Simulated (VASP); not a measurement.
# CaSe (P6_3/mmc) in VASP: a series of runs, part 2 of 2

VASP 6.6.1. Earlier steps stand in the parts before.

**3. Relaxation of cell and atoms, PBEsol**

This run uses another cell than the first one, of 32.29 Å³/atom.

The input, INCAR:

```
PREC = Accurate
ENCUT = 600
EDIFF = 1E-6
ISMEAR = -1
SIGMA = 0.02
LREAL = False
LASPH = True
NELM = 60
ALGO = Normal
ISIF = 3
LWAVE = False
LCHARG = False
GGA = PS
IBRION = 2
NSW = 80
EDIFFG = -0.005
```

The input, KPOINTS:

```
regular mesh
0
Gamma
  6 6 4
```

The input, POSCAR:

```
CaSe
1.0
    5.0298508884      0.0000000000      0.0000000000
   -2.5149254442      4.3559786466      0.0000000000
    0.0000000000      0.0000000000      5.8947454230
Ca Se
2 2
Direct
    0.3333333333      0.6666666667      0.2500000000
    0.6666666667      0.3333333333      0.7500000000
    0.6666666667      0.3333333333      0.2500000000
    0.3333333333      0.6666666667      0.7500000000
```

Potentials or basis: VASP PAW PBE potentials, release 64 (Ca_sv, Se).

Started as:

```sh
$ cat potpaw_PBE.64/Ca_sv/POTCAR potpaw_PBE.64/Se/POTCAR > POTCAR
$ mpirun -np 1 vasp_std > vasp.out
```

OUTCAR:

```text
PREC = Accurate
   ENCUT = 600
   EDIFF = 1E-6
   ISMEAR = -1
   LREAL = False
   LASPH = True
   NELM = 60
   ISIF = 3
   GGA = PS
   IBRION = 2
   NSW = 80
   EDIFFG = -0.005

 ion  position               nearest neighbor table
   1  0.333  0.667  0.250-   3 2.90   3 2.90   3 2.90   4 2.95   4 2.95
   2  0.667  0.333  0.750-   4 2.90   4 2.90   4 2.90   3 2.95   3 2.95
   3  0.667  0.333  0.250-   1 2.90   1 2.90   1 2.90   2 2.95   2 2.95
   4  0.333  0.667  0.750-   2 2.90   2 2.90   2 2.90   1 2.95   1 2.95

  LATTYP: Found a hexagonal cell.
 ALAT       =     5.0298508884
 C/A-ratio  =     1.1719523210

  Lattice vectors:

 A1 = (   5.0298508884,   0.0000000000,   0.0000000000)
 A2 = (  -2.5149254442,   4.3559786466,   0.0000000000)
 A3 = (   0.0000000000,   0.0000000000,   5.8947454230)

Analysis of symmetry for initial positions (statically):
=====================================================================
 Subroutine PRICEL returns:
 Original cell was already a primitive cell.

 Routine SETGRP: Setting up the symmetry group for a
 hexagonal supercell.

 Subroutine GETGRP returns: Found 24 space group operations
 (whereof 12 operations were pure point group operations)
 out of a pool of 24 trial point group operations.

The static configuration has the point symmetry D_3d.
 The point group associated with its full space group is D_6h.

Analysis of symmetry for dynamics (positions and initial velocities):
=====================================================================
 Subroutine PRICEL returns:
 Original cell was already a primitive cell.

 Routine SETGRP: Setting up the symmetry group for a
 hexagonal supercell.

 Subroutine GETGRP returns: Found 24 space group operations
 (whereof 12 operations were pure point group operations)
 out of a pool of 24 trial point group operations.

The dynamic configuration has the point symmetry D_3d.
 The point group associated with its full space group is D_6h.

 Subroutine INISYM returns: Found 24 space group operations
[... 103 lines left out ...]
   ISIF   =      3    stress and relaxation
   ISYM   =      2    0-nonsym 1-usesym 2-fastsym
   POTIM  = 0.5000    time-step for ionic-motion
   TEBEG  =    0.0;   TEEND  =   0.0 temperature during run
   PSTRESS=    0.0 pullay stress
   NELECT =      32.0000    total number of electrons
   NUPDOWN=      -1.0000    fix difference up-down
   EMIN   =  10.00;   EMAX   =-10.00  energy-range for DOS
   EFERMI =   0.00;   METHOD = LEGACY
   ISMEAR =    -1;   SIGMA  =   0.02  broadening in eV -4-tet -1-fermi 0-gaus
   EFERMI_NEDOS =   21; number of points for ismear=-14 and -15
   IALGO  =     38    algorithm
   IMIX   =      4    mixing-type and parameters
     AMIX     =   0.40;   BMIX     =  1.00
     AMIX_MAG =   1.60;   BMIX_MAG =  1.00
  volume/ion in A,a.u.               =      32.29       217.89
  Fermi-wavevector in a.u.,A,eV,Ry     =   1.028228  1.943070 14.384804  1.057253
  Thomas-Fermi vector in A             =   2.162214
   LORBIT       =      0    0 simple, 1 ext, 2 COOP (PROOUT), +10 PAW based schemes
   GGA     = PS    functional components
   LHFCALC =     F    Hartree Fock is set to
   AEXX    =    0.0000 exact exchange contribution
   IVDW    =     0    specifies the selected vdW correction
   LEPSILON=     F    determine dielectric tensor
   LRPA    =     F    only Hartree local field effects (RPA)
 conjugate gradient relaxation of ions
 non-spin polarized calculation
  energy-cutoff  :      600.00
  volume of cell :      129.15
 maximum number of plane-waves:      4336
   NGX = 21   NGY = 21   NGZ = 23

--------------------------------------- Ionic step        1  -------------------------------------------

 number of electron      32.0000001 magnetization

 Free energy of the ion-electron system (eV)
  ---------------------------------------------------
  ext. energy  EPLUGINS =         0.00000000
  ---------------------------------------------------
  free energy    TOTEN  =       -19.51406252 eV

  energy without entropy =      -19.51406252  energy(sigma->0) =      -19.51406252

------------------------ aborting loop because EDIFF is reached ----------------------------------------

  FORCE on cell =-STRESS in cart. coord.  units (eV):
  Direction    XX          YY          ZZ          XY          YZ          ZX
  --------------------------------------------------------------------------------------
  -------------------------------------------------------------------------------------
  Total       -1.0395239     -1.0395239     -1.3405864     -0.0000000      0.0000000      0.0000000
  in kB      -12.8955291    -12.8955291    -16.6302770     -0.0000000      0.0000000      0.0000000
  external PRESSURE =     -14.1404450 kB  Pullay stress =       0.0000000 kB
[... 253 lines left out ...]
--------------------------------------- Ionic step        8  -------------------------------------------

 number of electron      32.0000005 magnetization

 Free energy of the ion-electron system (eV)
  ---------------------------------------------------
  ext. energy  EPLUGINS =         0.00000000
  ---------------------------------------------------
  free energy    TOTEN  =       -19.53598876 eV

  energy without entropy =      -19.53598876  energy(sigma->0) =      -19.53598876

 E-fermi :   1.7239     XC(G=0):  -8.3020

 val. band max:        1.2277523046   @ k =   0.0000   0.0000   0.0000
 cond. band min:       3.5342539775   @ k =   0.3333   0.3333   0.0000
 fundamental gap:      2.3065016728
 Fermi energy:         1.7239333293

 k-point     1 :       0.0000    0.0000    0.0000
  band No.  band energies     occupation
      1     -38.3979      2.00000
      2     -38.3879      2.00000
      3     -19.5397      2.00000
      4     -19.5397      2.00000
      5     -19.5394      2.00000
      6     -19.5062      2.00000
[... 503 lines left out ...]
  FREE ENERGIE OF THE ION-ELECTRON SYSTEM (eV)
  ---------------------------------------------------
  free  energy   TOTEN  =       -19.5359887604 eV

  energy  without entropy=      -19.5359887604  energy(sigma->0) =      -19.53598876

 reached required accuracy - stopping structural energy minimisation
```

OSZICAR:

```text
N       E                     dE             d eps       ncg     rms          rms(c)
DAV:   1     0.290929530318E+03    0.29093E+03   -0.16297E+04   848   0.159E+03
[... 61 lines left out ...]
   7 F= -.19535979E+02 E0= -.19535979E+02  d E =-.711777E-04
       N       E                     dE             d eps       ncg     rms          rms(c)
DAV:   1    -0.195361375275E+02   -0.15895E-03   -0.45876E-03   940   0.619E-01    0.680E-02
DAV:   2    -0.195360331823E+02    0.10435E-03   -0.37784E-04  1244   0.150E-01    0.409E-02
DAV:   3    -0.195359874347E+02    0.45748E-04   -0.19071E-04  1308   0.111E-01    0.107E-02
DAV:   4    -0.195359888927E+02   -0.14579E-05   -0.29616E-05  1148   0.274E-02    0.638E-03
DAV:   5    -0.195359887604E+02    0.13224E-06   -0.27695E-06   840   0.720E-03
   8 F= -.19535989E+02 E0= -.19535989E+02  d E =-.101068E-04
```

CONTCAR:

```text
CaSe
   1.00000000000000
     4.9696336610434946    0.0000000000000000   -0.0000000000000000
    -2.4848168305217473    4.3038289979638797   -0.0000000000000000
     0.0000000000000000    0.0000000000000000    5.8160159124118529
  Ca              Se
     2     2
Direct
     0.3333333332999970    0.6666666667000030    0.2500000000000000
     0.6666666667000030    0.3333333332999970    0.7500000000000000
     0.6666666667000030    0.3333333332999970    0.2500000000000000
     0.3333333332999970    0.6666666667000030    0.7500000000000000

  0.00000000E+00  0.00000000E+00  0.00000000E+00
  0.00000000E+00  0.00000000E+00  0.00000000E+00
  0.00000000E+00  0.00000000E+00  0.00000000E+00
  0.00000000E+00  0.00000000E+00  0.00000000E+00
```

Wall time 3 min (1 thread of Oxide Virtual Turin-like, shared host); peak memory 0.28 GiB.

What came out:

| Item | Value |
| --- | --- |
| Free energy | -19.5360 eV |
| Relaxed volume | 31.10 Å³/atom |
| Relaxed cell | a = 4.970 Å, b = 4.970 Å, c = 5.816 Å, α = 90.00°, β = 90.00°, γ = 120.00° |
| Space group after relaxing (to 0.1 Å) | P6_3/mmc (No. 194) |
| Energy gained by relaxing | 5.5 meV/atom |
| Ionic steps | 8 |
| Pressure after relaxing | 0.0 GPa |
| Band gap on the k mesh | 2.31 eV (least direct gap 2.45 eV) |

Step by step:
```csv
step,energy change (eV),largest force (eV/Å),pressure (GPa),volume (Å³)
1,0.0000,0.0000,-1.41,129.15
2,-0.0216,0.0000,0.17,123.90
3,-0.0219,0.0000,-0.01,124.43
4,-0.0218,0.0000,0.02,124.34
5,-0.0219,0.0000,0.03,124.29
6,-0.0219,0.0000,0.03,124.28
7,-0.0219,0.0000,0.03,124.28
8,-0.0219,0.0000,-0.01,124.40
```

Final structure:
```cif
data_structure
_symmetry_space_group_name_H-M 'P 1'
_symmetry_Int_Tables_number 1
_cell_length_a 4.9696
_cell_length_b 4.9696
_cell_length_c 5.8160
_cell_angle_alpha 90.000
_cell_angle_beta 90.000
_cell_angle_gamma 120.000
_cell_volume 124.40
loop_
_atom_site_label
_atom_site_type_symbol
_atom_site_fract_x
_atom_site_fract_y
_atom_site_fract_z
_atom_site_occupancy
Ca1 Ca 0.33333 0.66667 0.25000 1
Ca2 Ca 0.66667 0.33333 0.75000 1
Se1 Se 0.66667 0.33333 0.25000 1
Se2 Se 0.33333 0.66667 0.75000 1
```

Caveat: the PAW data sets were made with another functional, which shifts forces and pressure a little. A k mesh can miss the band edges.

**4. Relaxation of cell and atoms, LDA**

This run uses another cell than the first one, of 32.29 Å³/atom.

The input, INCAR:

```
SYSTEM = CaSe
PREC = Accurate ; ENCUT = 600
EDIFF = 1E-7 ; ISMEAR = -1
SIGMA = 0.02 ; LREAL = .FALSE.
LASPH = .TRUE. ; NELM = 80
ALGO = Normal ; ISIF = 3
LWAVE = .FALSE. ; LCHARG = .FALSE.
GGA = CA ; IBRION = 2
NSW = 80 ; EDIFFG = -0.005
```

The input, KPOINTS:

```
Automatic mesh
0
G
  6 6 4
  0 0 0
```

POSCAR is that of step 3.

Potentials or basis: VASP PAW LDA potentials, release 64 (Ca_sv, Se).

Started as:

```sh
$ cat potpaw_LDA.64/Ca_sv/POTCAR potpaw_LDA.64/Se/POTCAR > POTCAR
$ mpirun -np 1 vasp_std > vasp.out
```

OUTCAR:

```text
SYSTEM = CaSe
   PREC = Accurate
   ENCUT = 600
   EDIFF = 1E-7
   ISMEAR = -1
   LREAL = .FALSE.
   LASPH = .TRUE.
   NELM = 80
   ISIF = 3
   GGA = CA
   IBRION = 2
   NSW = 80
   EDIFFG = -0.005

 ion  position               nearest neighbor table
   1  0.333  0.667  0.250-   3 2.90   3 2.90   3 2.90   4 2.95   4 2.95
   2  0.667  0.333  0.750-   4 2.90   4 2.90   4 2.90   3 2.95   3 2.95
   3  0.667  0.333  0.250-   1 2.90   1 2.90   1 2.90   2 2.95   2 2.95
   4  0.333  0.667  0.750-   2 2.90   2 2.90   2 2.90   1 2.95   1 2.95

  LATTYP: Found a hexagonal cell.
 ALAT       =     5.0298508884
 C/A-ratio  =     1.1719523210

  Lattice vectors:

 A1 = (   5.0298508884,   0.0000000000,   0.0000000000)
 A2 = (  -2.5149254442,   4.3559786466,   0.0000000000)
 A3 = (   0.0000000000,   0.0000000000,   5.8947454230)

Analysis of symmetry for initial positions (statically):
=====================================================================
 Subroutine PRICEL returns:
 Original cell was already a primitive cell.

 Routine SETGRP: Setting up the symmetry group for a
 hexagonal supercell.

 Subroutine GETGRP returns: Found 24 space group operations
 (whereof 12 operations were pure point group operations)
[... 155 lines left out ...]

--------------------------------------- Ionic step        1  -------------------------------------------

 number of electron      31.9999999 magnetization

 Free energy of the ion-electron system (eV)
  ---------------------------------------------------
  ext. energy  EPLUGINS =         0.00000000
  ---------------------------------------------------
  free energy    TOTEN  =       -20.38155267 eV

  energy without entropy =      -20.38155267  energy(sigma->0) =      -20.38155267

------------------------ aborting loop because EDIFF is reached ----------------------------------------

  FORCE on cell =-STRESS in cart. coord.  units (eV):
  Direction    XX          YY          ZZ          XY          YZ          ZX
  --------------------------------------------------------------------------------------
  -------------------------------------------------------------------------------------
  Total       -2.1558948     -2.1558948     -2.6812611      0.0000000     -0.0000000      0.0000000
  in kB      -26.7443616    -26.7443616    -33.2616494      0.0000000     -0.0000000      0.0000000
  external PRESSURE =     -28.9167908 kB  Pullay stress =       0.0000000 kB
[... 215 lines left out ...]
--------------------------------------- Ionic step        7  -------------------------------------------

 number of electron      31.9999999 magnetization

 Free energy of the ion-electron system (eV)
  ---------------------------------------------------
  ext. energy  EPLUGINS =         0.00000000
  ---------------------------------------------------
  free energy    TOTEN  =       -20.47321678 eV

  energy without entropy =      -20.47321678  energy(sigma->0) =      -20.47321678

 E-fermi :   1.9366     XC(G=0):  -8.6635

 val. band max:        1.4464617305   @ k =   0.0000   0.0000   0.0000
 cond. band min:       3.5806993332   @ k =   0.3333   0.3333   0.0000
 fundamental gap:      2.1342376027
 Fermi energy:         1.9366198136

 k-point     1 :       0.0000    0.0000    0.0000
  band No.  band energies     occupation
      1     -37.8099      2.00000
      2     -37.7969      2.00000
      3     -19.1938      2.00000
      4     -19.1837      2.00000
      5     -19.1837      2.00000
      6     -19.1433      2.00000
[... 503 lines left out ...]
  FREE ENERGIE OF THE ION-ELECTRON SYSTEM (eV)
  ---------------------------------------------------
  free  energy   TOTEN  =       -20.4732167781 eV

  energy  without entropy=      -20.4732167781  energy(sigma->0) =      -20.47321678

 reached required accuracy - stopping structural energy minimisation
```

CONTCAR:

```text
CaSe
   1.00000000000000
     4.9050748612688198    0.0000000000000000    0.0000000000000000
    -2.4525374306344099    4.2479194373212579   -0.0000000000000000
     0.0000000000000000   -0.0000000000000000    5.7406001393487971
  Ca              Se
     2     2
Direct
     0.3333333332999970    0.6666666667000030    0.2500000000000000
     0.6666666667000030    0.3333333332999970    0.7500000000000000
     0.6666666667000030    0.3333333332999970    0.2500000000000000
     0.3333333332999970    0.6666666667000030    0.7500000000000000

  0.00000000E+00  0.00000000E+00  0.00000000E+00
  0.00000000E+00  0.00000000E+00  0.00000000E+00
  0.00000000E+00  0.00000000E+00  0.00000000E+00
  0.00000000E+00  0.00000000E+00  0.00000000E+00
```

It took 3.3 min on 1 thread of Oxide Virtual Turin-like, shared host; peak memory 0.22 GiB.

Results:

- Free energy: -20.4732 eV
- Relaxed volume: 29.90 Å³/atom
- Relaxed cell: a = 4.905 Å, b = 4.905 Å, c = 5.741 Å, α = 90.00°, β = 90.00°, γ = 120.00°
- Space group after relaxing (to 0.1 Å): P6_3/mmc (No. 194)
- Energy gained by relaxing: 22.9 meV/atom
- Ionic steps: 7
- Pressure after relaxing: 0.0 GPa
- Band gap on the k mesh: 2.13 eV (least direct gap 2.40 eV)

Step by step:
```
step  energy change (eV)  largest force (eV/Å)  pressure (GPa)  volume (Å³)
   1              0.0000                0.0000           -2.89       129.15
   2             -0.0894                0.0000            0.45       118.56
   3             -0.0912                0.0000           -0.02       119.77
   4             -0.0912                0.0000           -0.08       119.96
   5             -0.0916                0.0000           -0.07       119.85
   6             -0.0916                0.0000           -0.06       119.83
   7             -0.0917                0.0000            0.02       119.61
```

Final structure:
```
Ca Se
1.0
     4.90507    0.00000    0.00000
    -2.45254    4.24792    0.00000
     0.00000    0.00000    5.74060
Ca Se
2 2
Cartesian
  0.0000 2.8319 1.4352
  2.4525 1.4160 4.3055
  2.4525 1.4160 1.4352
  0.0000 2.8319 4.3055
```

A k mesh can miss the band edges.

**5. Summary**

```tsv
level	potentials or basis	cell	gap on the mesh (eV)	pressure (GPa)	relaxed volume (Å³/atom)
PBE	VASP PAW PBE potentials, release 64 (Ca_sv, Se)	relaxed from a = 4.881, b = 4.881, c = 6.101 Å, angles 90.0, 90.0, 120.0°, 4 atoms	2.47	0.0	32.39
PBEsol	VASP PAW PBE potentials, release 64 (Ca_sv, Se)	relaxed from a = 5.030, b = 5.030, c = 5.895 Å, angles 90.0, 90.0, 120.0°, 4 atoms	2.31	0.0	31.10
LDA	VASP PAW LDA potentials, release 64 (Ca_sv, Se)	relaxed from a = 5.030, b = 5.030, c = 5.895 Å, angles 90.0, 90.0, 120.0°, 4 atoms	2.13	0.0	29.90
```

Alike in all rows: task relaxation of cell and atoms; no spin polarisation; k mesh 6 × 6 × 4; cutoff (eV) 600; smearing fermi-dirac 0.02 eV.

Caveats: the PAW data sets were made with another functional, which shifts forces and pressure a little (at least some runs).

Absolute energies hang on the potentials; compare differences alone.
